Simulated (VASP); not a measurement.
Set up this calculation in VASP 6.6.1, as the native input.

```yaml
Task: single point
Functional: PBE
Potentials_or_basis: VASP PAW PBE potentials, release 64 (Sn_d, F)
Cutoff: 520 eV
k_mesh: 4 × 2 × 6
Occupations: gaussian, width 0.1 eV
Spin: no spin polarisation
Dipole_correction: no
Further_INCAR_settings: ALGO = Fast; EDIFF = 1e-06; NBANDS = 44
```

The structure of Sn2F lies in POSCAR:

```
Sn2F
1.0
    5.4939854674      0.0000000000      0.0000000000
    0.0000000000      7.8679057444      0.0000000000
    0.0000000000      0.0000000000      3.2519177149
Sn F
4 2
Direct
    0.4994924381      0.7857231324      0.5000000000
    0.9994924381      0.7142768676      0.0000000000
    0.5005075619      0.2142768676      0.5000000000
    0.0005075619      0.2857231324      0.0000000000
    0.5000000000      0.5000000000      0.5000000000
    0.0000000000      0.0000000000      0.0000000000
```

One way to write it, as run:

INCAR

```
PREC = Accurate
ENCUT = 520
EDIFF = 1E-6
ISMEAR = 0
SIGMA = 0.1
LREAL = F
LASPH = T
NELM = 60
ALGO = Fast
ISIF = 2
LWAVE = F
LCHARG = F
GGA = PE
NBANDS = 44
```

KPOINTS

```
regular mesh
0
Gamma
  4 2 6
```

Potentials or basis: VASP PAW PBE potentials, release 64 (Sn_d, F).

Launch:

```sh
$ cat potpaw_PBE.64/Sn_d/POTCAR potpaw_PBE.64/F/POTCAR > POTCAR
$ mpirun -np 1 vasp_std > vasp.out
```

It gave:

```yaml
Pressure: 0.0 GPa
Largest_force: 0.019 eV/Å
Band_gap_on_the_k_mesh: zero (bands 35 and 36 overlap by 4.74 eV)
```

Caveat: the k points lie up to 0.40 Å⁻¹ apart, too coarse for converged energies and pressures of a metal; spin-orbit coupling is left out, which moves the levels of the heavy elements.

Wall time 3.3 min on 1 thread of Oxide Virtual Turin-like Processor (shared host), peak memory 0.26 GiB.
